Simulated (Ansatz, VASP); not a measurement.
Two plane-wave programs on Ge

POSCAR

```
Ge
1.0
    1.4390634700     -2.6785314800      0.0000000000
    1.4390634700      2.6785314800      0.0000000000
    0.0000000000      0.0000000000      2.6577575350
Ge
1
Direct
    0.5000000000      0.5000000000      0.0000000000
```

Contents of INCAR.step1:

```
SYSTEM = Ge
PREC = Accurate ; ENCUT = 520
ISMEAR = 0 ; SIGMA = 0.15
LREAL = .False. ; LASPH = .True.
NELM = 60 ; NBANDS = 13
GGA = PE ; ALGO = Normal
EDIFF = 1E-4 ; LWAVE = .True.
LCHARG = .False.
```

Contents of INCAR.step2:

```
SYSTEM = Ge
PREC = Accurate ; ENCUT = 520
EDIFF = 1E-6 ; ISMEAR = 0
SIGMA = 0.15 ; LREAL = .False.
LASPH = .True. ; NELM = 60
ALGO = Normal ; ISIF = 2
LWAVE = .False. ; LCHARG = .False.
METAGGA = R2SCAN ; LMIXTAU = .True.
NBANDS = 13 ; ISTART = 1
```

KPOINTS

```
Automatic mesh
0
Gamma
  20 20 18
  0 0 0
```

Input for Ansatz:

```yaml
crystal:
  lattice:
    - [1.43906347, -2.67853148, 0.0]
    - [1.43906347, 2.67853148, 0.0]
    - [0.0, 0.0, 2.657757535]
  atoms:
    - { symbol: Ge, position: [0.5, 0.5, 0.0] }
basis:
  ecutwfc: 500
kpoints:
  mp_grid: { grid: [20, 20, 18] }
hamiltonian:
  xc: r2scan
scf:
  occupations: { method: gaussian, width: 0.15 }
output:
  forces: true
  stress: true
  eigenvalues: true
```

Change from the starting cell: strain +0.030 along x and y, -0.015 along z, atoms carried along.

Alike in both runs: task single point; functional r2SCAN; k mesh 20 × 20 × 18; occupations gaussian, width 0.15 eV; no spin polarisation.

|  | VASP | Ansatz |
| --- | --- | --- |
| version | VASP 6.6.1 | Ansatz 0.2.0 |
| potentials or method | VASP PAW PBE potentials, release 64 (Ge_d), cutoff 520 eV | scalar-relativistic, plane waves, PAW |
| valence electrons in the cell | 14 | 14 |

```tsv
	VASP	Ansatz	Ansatz less VASP
gap on the k mesh at the Fermi level (eV)	none	none	-
pressure (GPa)	-5.4	-5.3	+0.15
traceless stress, the component that is largest in VASP (GPa)	4.06	4.02	-0.039
```

VASP's potentials were made for PBE, not for r2SCAN. A gap of «none» marks a metal or a gap that the smearing closes. The functional is the same, so the differences come from potentials, cutoffs and numerics.
